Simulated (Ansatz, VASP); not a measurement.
**One calculation of NiO, two programs**

INCAR

```
PREC = Accurate ; ENCUT = 520
EDIFF = 1E-8 ; ISMEAR = -1
SIGMA = 0.03 ; LREAL = False
LASPH = True ; NELM = 150
ALGO = Normal ; ISIF = 2
LWAVE = False ; LCHARG = False
ISPIN = 2 ; MAGMOM = 1.5 0
LORBIT = 11 ; LMAXMIX = 4
GGA = PE ; LEFG = True
NBANDS = 19
```

File KPOINTS:

```
Automatic mesh
0
Gamma
  17 17 17
```

The input POSCAR:

```
NiO
1.0
    0.0000000000      2.0494838000      2.0913100000
    2.0494838000      0.0000000000      2.0913100000
    2.0494838000      2.0494838000      0.0000000000
Ni O
1 1
Direct
    0.0000000000      0.0000000000      0.0000000000
    0.5000000000      0.5000000000      0.5000000000
```

Input for Ansatz:

```yaml
crystal:
  lattice:
    - [0.0, 2.0494838, 2.09131]
    - [2.0494838, 0.0, 2.09131]
    - [2.0494838, 2.0494838, 0.0]
  atoms:
    - { symbol: Ni, position: [0.0, 0.0, 0.0], spin: 1.5 }
    - { symbol: O, position: [0.5, 0.5, 0.5] }
magnetization:
  spin_polarized: true
kpoints:
  mp_grid: { grid: [17, 17, 17] }
scf:
  occupations: { method: fermi_dirac, width: 0.03 }
hamiltonian:
  xc: pbe
  pseudopotentials: { kind: paw }
output:
  forces: true
  stress: true
  eigenvalues: true
  efg: { contact_densities: true }
  write_density: true
  write_potential: true
  elf: true
  volumetric_format: npy
```

Change from the starting cell: equal xx and yy strain of -2 %, PAW files.

Alike in both runs: task electric field gradients; functional PBE; k mesh 17 × 17 × 17; occupations fermi-dirac, width 0.03 eV; collinear spin.

|  | VASP | Ansatz |
| --- | --- | --- |
| version | VASP 6.6.1 | Ansatz 0.2.0 |
| potentials or method | VASP PAW PBE potentials, release 64 (Ni, O) | PAW with Ansatz's default frozen-core files, scalar-relativistic |
| plane-wave cutoff (eV) | 520 | 420 |
| valence electrons in the cell | 16 | 24 |

|  | VASP | Ansatz | Ansatz less VASP |
| --- | --- | --- | --- |
| pressure (GPa) | 11.8 | 12.4 | +0.54 |
| traceless stress, the component that is largest in VASP (GPa) | -1.76 | -1.82 | -0.055 |
| net moment per atom (μB) | 0.79 | 0.82 | +0.027 |
| size of the moment on the site where the two differ most (μB) | 0.23 | 0.25 | +0.023 |
| size of Vzz on the site where it differs most (V/Å²) | 1.1 | 1.8 | +0.70 |

Site moments also hang on the region over which each program counts them. VASP's potentials hold 16 valence electrons a cell and Ansatz's 24, so a difference there can come from the potentials and not from the codes.
